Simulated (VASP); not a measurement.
Wanted: the native input for a VASP 6.6.1 run.

| Quantity | Value |
| --- | --- |
| Task | single point |
| Functional | LDA |
| Potentials or basis | VASP PAW LDA potentials, release 64 (W_sv, S) |
| Cutoff | 520 eV |
| k mesh | 12 × 12 × 4 |
| Occupations | gaussian, width 0.02 eV |
| Spin | no spin polarisation |
| Dipole correction | no |
| Further INCAR settings | ALGO = Normal; EDIFF = 1e-06; NBANDS = 35 |

The structure of WS2 (Tungstenite) lies in POSCAR:

```
WS2
1.0
    3.1268900300      0.0000000000      0.0000000000
   -1.5634450150      2.7079662008      0.0000000000
    0.0000000000      0.0000000000     12.1497687059
W S
2 4
Direct
    0.3333333333      0.6666666667      0.2500000000
    0.6666666667      0.3333333333      0.7500000000
    0.3333333333      0.6666666667      0.6214312106
    0.6666666667      0.3333333333      0.1214312106
    0.3333333333      0.6666666667      0.8785687894
    0.6666666667      0.3333333333      0.3785687894
```

The input as run:

INCAR

```
ALGO = Normal
EDIFF = 1E-6
ENCUT = 520
ISIF = 2
ISMEAR = 0
LASPH = True
LCHARG = False
LREAL = False
LWAVE = False
NBANDS = 35
NELM = 100
PREC = Accurate
SIGMA = 0.02
```

KPOINTS

```
k-points
0
Gamma
  12 12 4
```

Potentials or basis: VASP PAW LDA potentials, release 64 (W_sv, S).

The run is started by

```console
$ cat potpaw_LDA.64/W_sv/POTCAR potpaw_LDA.64/S/POTCAR > POTCAR
$ mpirun -np 1 vasp_std > vasp.out
```

It gave:

```json
{
  "Pressure": "0.4 GPa",
  "Largest force": "0.045 eV/Å",
  "Band gap on the k mesh": "0.85 eV, indirect (least direct gap 1.89 eV)"
}
```

Caveat: spin-orbit coupling is left out, which moves the levels of the heavy elements.

Wall time 5.4 min on 1 thread of AMD EPYC 7R43 64-Core Processor (Zen 3) (shared host), peak memory 0.26 GiB.
